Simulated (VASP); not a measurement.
## Rh: single point with PBE

Rh:

```
Rh
1.0
     0.00000    1.90259    1.90259
     1.90259    0.00000    1.90259
     1.90259    1.90259    0.00000
Rh
1
Direct
  0.00000 0.00000 0.00000
```

| Quantity | Value |
| --- | --- |
| Program | VASP 6.6.1 |
| Task | single point |
| Functional | PBE |
| Potentials or basis | VASP PAW PBE potentials, release 64 (Rh_pv) |
| Cutoff | 520 eV |
| k mesh | 17 × 17 × 17 |
| Occupations | fermi-dirac, width 0.0612256 eV |
| Spin | no spin polarisation |
| Dipole correction | no |
| Further INCAR settings | ALGO = Normal; EDIFF = 1e-06; NBANDS = 14 |

```
Pressure : 5.4 GPa
```

Levels at points of the mesh, in eV from the Fermi level:
```csv
k point,band 3,band 4,band 5,band 6,band 7,band 8,band 9,band 10,band 11,band 12
"(0.00, 0.00, 0.00)",-46.37,-7.94,-3.07,-3.07,-3.07,-0.99,-0.99,16.00,20.55,21.45
```

Run time: 9.5 s on 1 thread of Intel(R) Xeon(R) 6975P-C (Granite Rapids) (shared host), peak memory 0.14 GiB.
